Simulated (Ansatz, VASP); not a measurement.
## CuO: VASP beside Ansatz

```
Cu O
1.0
     0.00000    2.12242   -2.12242
     4.24484    0.00000    0.00000
    -2.12242   -4.24484   -2.12242
Cu O
3 3
Direct
  0.00000 0.00000 0.00000
  0.33333 0.33333 0.66667
  0.66667 0.66667 0.33333
  0.00000 0.50000 0.00000
  0.33333 0.83333 0.66667
  0.66667 0.16667 0.33333
```

Alike in both runs: task relaxation of cell and atoms; functional PBE; k mesh 12 × 12 × 12; occupations gaussian, width 0.1 eV; no spin polarisation.

```csv
,VASP,Ansatz
version,VASP 6.6.1,Ansatz 0.2.0
potentials or method,"VASP PAW PBE potentials, release 64 (Cu, O), cutoff 600 eV","scalar-relativistic, plane waves, PAW"
valence electrons in the cell,51,75
```

```tsv
	VASP	Ansatz	Ansatz less VASP
gap on the k mesh at the Fermi level, each at its own relaxed structure (eV)	none	none	-
relaxed volume (Å³/atom)	9.56	9.56	0.000
relaxed length of the cell vector where the two differ most in proportion (Å)	3.002	3.002	0.0000
```

A gap of «none» marks a metal or a gap that the smearing closes. VASP's potentials hold 51 valence electrons a cell and Ansatz's 75, so a difference there can come from the potentials and not from the codes.

Noted on VASP's run: the relaxation stopped at its first step, so nothing moved.
